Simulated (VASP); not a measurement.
Wanted: the native input for a VASP 6.6.1 run.

```yaml
Task: relaxation of cell and atoms
Functional: PBE
Potentials_or_basis: VASP PAW PBE potentials, release 64 (Hf_pv, O)
Cutoff: 600 eV
k_mesh: 6 × 6 × 6
Occupations: gaussian, width 0.1 eV
Spin: no spin polarisation
Dipole_correction: no
Further_INCAR_settings: ALGO = Normal; EDIFF = 1e-07; IBRION = 2; EDIFFG = -0.01; NSW = 100; ISIF = 3
```

The structure of Hf2O lies in POSCAR:

```
Hf2O
1.0
    5.5995952741      0.0000000000      0.0000000000
   -2.7997976370      4.8493917583      0.0000000000
    0.0000000000      0.0000000000      5.1554207728
Hf O
6 3
Direct
    0.6658607321      0.0000000000      0.7564492482
    0.6658607321      0.6658607321      0.2435507518
    0.0000000000      0.6658607321      0.7564492482
    0.3341392679      0.0000000000      0.2435507518
    0.3341392679      0.3341392679      0.7564492482
    0.0000000000      0.3341392679      0.2435507518
    0.0000000000      0.0000000000      0.0000000000
    0.3333333333      0.6666666667      0.5000000000
    0.6666666667      0.3333333333      0.5000000000
```

One way to write it, as run:

INCAR

```
SYSTEM = Hf2O
  PREC = Accurate
  ENCUT = 600
  EDIFF = 1E-7
  ISMEAR = 0
  SIGMA = 0.1
  LREAL = .False.
  LASPH = .True.
  NELM = 60
  ALGO = Normal
  ISIF = 3
  LWAVE = .False.
  LCHARG = .False.
  GGA = PE
  IBRION = 2
  NSW = 100
  EDIFFG = -0.01
```

KPOINTS

```
regular mesh
0
Gamma
  6 6 6
  0 0 0
```

Potentials or basis: VASP PAW PBE potentials, release 64 (Hf_pv, O).

Command:

```sh
$ cat potpaw_PBE.64/Hf_pv/POTCAR potpaw_PBE.64/O/POTCAR > POTCAR
$ mpirun -np 1 vasp_std > vasp.out
```

It gave:

* Relaxed volume: 15.40 Å³/atom
* Relaxed cell: a = 5.580 Å, b = 5.580 Å, c = 5.141 Å, α = 90.00°, β = 90.00°, γ = 120.00°
* Space group after relaxing (to 0.05 Å): P-31m (No. 162)
* Energy gained by relaxing: 0.9 meV/atom
* Ionic steps: 6
* Pressure after relaxing: 0.0 GPa
* Largest force after relaxing: 0.009 eV/Å
* Band gap on the k mesh: zero (band 39 reaches 6.82 eV, above the bottom of band 40 at 5.92 eV)

Caveat: spin-orbit coupling is left out, which moves the levels of the heavy elements.

Wall time 19 min on 1 thread of Intel Xeon 6975P-C, on a shared host, peak memory 0.45 GiB.
